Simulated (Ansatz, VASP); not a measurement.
# Two plane-wave programs on NaF

The input POSCAR:

```
NaF
1.0
    0.0000000000      2.3353646862      2.3353646862
    2.3353646862      0.0000000000      2.3353646862
    2.3353646862      2.3353646862      0.0000000000
Na F
1 1
Direct
    0.0000000000      0.0000000000      0.0000000000
    0.5000000000      0.5000000000      0.5000000000
```

INCAR.step1

```
  PREC = Accurate
  ENCUT = 520
  ISMEAR = -1
  SIGMA = 0.05
  LREAL = F
  LASPH = T
  NELM = 60
  NBANDS = 14
  GGA = PE
  ALGO = Normal
  EDIFF = 1E-4
  LWAVE = T
  LCHARG = F
```

File INCAR.step2:

```
  PREC = Accurate
  ENCUT = 520
  EDIFF = 1E-6
  ISMEAR = -1
  SIGMA = 0.05
  LREAL = F
  LASPH = T
  NELM = 60
  ALGO = Normal
  ISIF = 2
  LWAVE = F
  LCHARG = F
  METAGGA = R2SCAN
  LMIXTAU = T
  NBANDS = 14
  ISTART = 1
```

KPOINTS

```
Automatic mesh
0
Gamma
  10 10 10
```

The input input.yaml:

```yaml
crystal:
  lattice:
    - [0.0, 2.3353646862, 2.3353646862]
    - [2.3353646862, 0.0, 2.3353646862]
    - [2.3353646862, 2.3353646862, 0.0]
  atoms:
    - { symbol: Na, position: [0.0, 0.0, 0.0] }
    - { symbol: F, position: [0.5, 0.5, 0.5] }
hamiltonian:
  xc: r2scan
  pseudopotentials: { kind: paw }
kpoints:
  mp_grid: { grid: [10, 10, 10] }
scf:
  occupations: { method: fermi_dirac, width: 0.05 }
output:
  forces: true
  stress: true
  eigenvalues: true
```

Alike in both runs: task single point; functional r2SCAN; k mesh 10 × 10 × 10; occupations fermi-dirac, width 0.05 eV; no spin polarisation.

|  | VASP | Ansatz |
| --- | --- | --- |
| version | VASP 6.6.1 | Ansatz 0.2.0 |
| potentials or method | VASP PAW PBE potentials, release 64 (Na_pv, F) | Ansatz PAW |
| plane-wave cutoff (eV) | 520 | 500 |
| valence electrons in the cell | 14 | 16 |

Ansatz gave:

```
gap on the k mesh at the Fermi level (eV) : 7.00
least direct gap on the mesh (eV)         : 7.00
pressure (GPa)                            : -2.4
```

What did VASP give for the same quantities?

gap on the k mesh at the Fermi level (eV): 7.04; least direct gap on the mesh (eV): 7.04; pressure (GPa): -3.0.

VASP's potentials were made for PBE, not for r2SCAN. VASP's potentials hold 14 valence electrons a cell and Ansatz's 16, so a difference there can come from the potentials and not from the codes.
